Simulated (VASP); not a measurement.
## Ru: relaxation of the atoms with PBEsol

System: Ru, a slab with vacuum.

```
CELL_PARAMETERS angstrom
2.70822 0.00000 0.00000
0.00000 2.70822 0.00000
0.00000 0.00000 27.57500
ATOMIC_POSITIONS crystal
Ru 0.50000 0.50000 0.32638
Ru 0.00000 0.00000 0.39583
Ru 0.50000 0.50000 0.46528
Ru 0.00000 0.00000 0.53472
Ru 0.50000 0.50000 0.60417
Ru 0.00000 0.00000 0.67362
```

| Item | Value |
| --- | --- |
| Program | VASP 6.6.1 |
| Task | relaxation of the atoms |
| Functional | PBEsol |
| Potentials or basis | VASP PAW PBE potentials, release 64 (Ru_pv) |
| Cutoff | 520 eV |
| k mesh | 9 × 9 × 1 |
| Occupations | gaussian, width 0.1 eV |
| Spin | no spin polarisation |
| Dipole correction | yes |
| Atoms held fixed (from 0) | [0, 1, 2] |
| Further INCAR settings | ALGO = Fast; EDIFF = 1e-06; IBRION = 2; EDIFFG = -0.04; NSW = 60 |

```
Energy gained by relaxing : 36.4 meV/atom
Ionic steps               : 11
Band gap on the k mesh    : zero (bands 42 and 43 overlap by 1.94 eV)
```

Step by step:
```tsv
step	energy change (eV)	largest force on free atoms (eV/Å)	pressure (GPa)
1	0.0000	1.4510	-8.83
2	-0.1062	0.8888	-8.09
3	-0.1401	0.5138	-7.09
4	-0.1405	0.4123	-7.22
5	-0.1605	0.3944	-6.97
6	-0.1968	0.3196	-6.13
7	-0.1994	0.4383	-5.75
8	-0.2151	0.2187	-5.41
9	-0.2183	0.0522	-5.14
10	-0.2183	0.0611	-5.16
11	-0.2185	0.0250	-5.23
```

Final structure:
```yaml
crystal:
  lattice:
    - [2.70822, 0.00000, 0.00000]
    - [0.00000, 2.70822, 0.00000]
    - [0.00000, 0.00000, 27.57500]
  atoms:
    - { symbol: Ru, position: [0.50000, 0.50000, 0.32638] }
    - { symbol: Ru, position: [0.00000, 0.00000, 0.39583] }
    - { symbol: Ru, position: [0.50000, 0.50000, 0.46528] }
    - { symbol: Ru, position: [0.00000, 0.00000, 0.52985] }
    - { symbol: Ru, position: [0.50000, 0.50000, 0.60108] }
    - { symbol: Ru, position: [0.00000, 0.00000, 0.66263] }
```

Levels at points of the mesh, in eV from the Fermi level:
| k point | band 41 | band 42 | band 43 | band 44 | band 45 | band 46 |
| --- | --- | --- | --- | --- | --- | --- |
| (0.00, 0.00, 0.00) | -0.24 | -0.10 | 0.14 | 0.14 | 0.39 | 0.42 |

Run time: 37 min on 1 thread of Oxide Virtual Turin-like Processor (shared host), peak memory 0.3 GiB.

Caveat: the PAW data sets were made with another functional, which shifts forces and pressure a little.
